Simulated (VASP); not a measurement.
Set up this calculation in VASP 6.6.1, as the native input.

```yaml
Task: single point
Functional: PBEsol
Potentials_or_basis: VASP PAW PBE potentials, release 64 (K_sv, Ta_pv, O)
Cutoff: 600 eV
k_mesh: 4 × 4 × 4
Occupations: gaussian, width 0.1 eV
Spin: no spin polarisation
Dipole_correction: no
Further_INCAR_settings: ALGO = Normal; EDIFF = 1e-06; NBANDS = 27
```

The structure of KTaO3 lies in POSCAR:

```
KTaO3
1.0
   -3.9883000000      0.0000000000      0.0000000000
    0.0000000000     -3.9883000000      0.0000000000
    0.0000000000      0.0000000000      3.9883000000
K Ta O
1 1 3
Direct
    0.5000000000      0.5000000000      0.5000000000
    0.0000000000      0.0000000000      0.0000000000
    0.5000000000      0.0000000000      0.0000000000
    0.0000000000      0.5000000000      0.0000000000
    0.0000000000      0.0000000000      0.5000000000
```

One way to write it, as run:

INCAR

```
SYSTEM = KTaO3
  PREC = Accurate
  ENCUT = 600
  EDIFF = 1E-6
  ISMEAR = 0
  SIGMA = 0.1
  LREAL = .FALSE.
  LASPH = .TRUE.
  NELM = 120
  ALGO = Normal
  ISIF = 2
  LWAVE = .FALSE.
  LCHARG = .TRUE.
  GGA = PS
  LELF = .TRUE.
  LVHAR = .TRUE.
  NBANDS = 27
  GGA_COMPAT = .FALSE.
```

KPOINTS

```
regular mesh
0
G
  4 4 4
  0 0 0
```

Potentials or basis: VASP PAW PBE potentials, release 64 (K_sv, Ta_pv, O).

Launch:

```sh
$ cat potpaw_PBE.64/K_sv/POTCAR potpaw_PBE.64/Ta_pv/POTCAR potpaw_PBE.64/O/POTCAR > POTCAR
$ mpirun -np 1 vasp_std > vasp.out
```

It gave:

```
Pressure               : 0.2 GPa
Band gap on the k mesh : 2.07 eV (least direct gap 2.69 eV)
```

Caveat: the PAW data sets were made with another functional, which shifts forces and pressure a little; spin-orbit coupling is left out, which moves the levels of the heavy elements.

Wall time 12 s on 1 thread of Intel(R) Xeon(R) 6975P-C (Granite Rapids) (shared host), peak memory 0.18 GiB.
